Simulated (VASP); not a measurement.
Write the native input for VASP 6.6.1 that does the following.

| Property | Result |
| --- | --- |
| Task | single point |
| Functional | PBEsol |
| Potentials or basis | VASP PAW PBE potentials, release 64 (Zr_sv, Si) |
| Cutoff | 520 eV |
| k mesh | 6 × 6 × 10 |
| Occupations | gaussian, width 0.1 eV |
| Spin | no spin polarisation |
| Dipole correction | no |
| Further INCAR settings | ALGO = Fast; EDIFF = 1e-06; NBANDS = 55 |

The structure of Zr3Si2 lies in POSCAR:

```
Zr3Si2
1.0
    7.0038943375      0.0000000000      0.0000000000
    0.0000000000      7.0038943375      0.0000000000
    0.0000000000      0.0000000000      3.5976986394
Zr Si
6 4
Direct
    0.1748413983      0.6748413983      0.5000000000
    0.8251586017      0.3251586017      0.5000000000
    0.3251586017      0.1748413983      0.5000000000
    0.6748413983      0.8251586017      0.5000000000
    0.0000000000      0.0000000000      0.0000000000
    0.5000000000      0.5000000000      0.0000000000
    0.6222011863      0.1222011863      0.0000000000
    0.3777988137      0.8777988137      0.0000000000
    0.8777988137      0.6222011863      0.0000000000
    0.1222011863      0.3777988137      0.0000000000
```

This cell differs from its parent crystal: volume scaled by 0.97, then relaxed in part.

One way to write it, as run:

INCAR

```
SYSTEM = Zr3Si2
PREC = Accurate ; ENCUT = 520
EDIFF = 1E-6 ; ISMEAR = 0
SIGMA = 0.1 ; LREAL = .False.
LASPH = .True. ; NELM = 80
ALGO = Fast ; ISIF = 2
LWAVE = .False. ; LCHARG = .False.
GGA = PS ; NBANDS = 55
```

KPOINTS

```
Automatic mesh
0
Gamma
  6 6 10
  0 0 0
```

Potentials or basis: VASP PAW PBE potentials, release 64 (Zr_sv, Si).

Launch:

```console
$ cat potpaw_PBE.64/Zr_sv/POTCAR potpaw_PBE.64/Si/POTCAR > POTCAR
$ mpirun -np 1 vasp_std > vasp.out
```

Results of the run:

```json
{
  "Pressure": "4.8 GPa",
  "Largest force": "0.005 eV/Å",
  "Band gap on the k mesh": "zero (band 44 reaches 10.51 eV, above the bottom of band 45 at 9.32 eV)"
}
```

Caveat: the PAW data sets were made with another functional, which shifts forces and pressure a little.

Run time: 19 min on 1 thread of Intel(R) Xeon(R) Platinum 8375C CPU @ 2.90GHz (Ice Lake), on a shared host, peak memory 0.54 GiB.
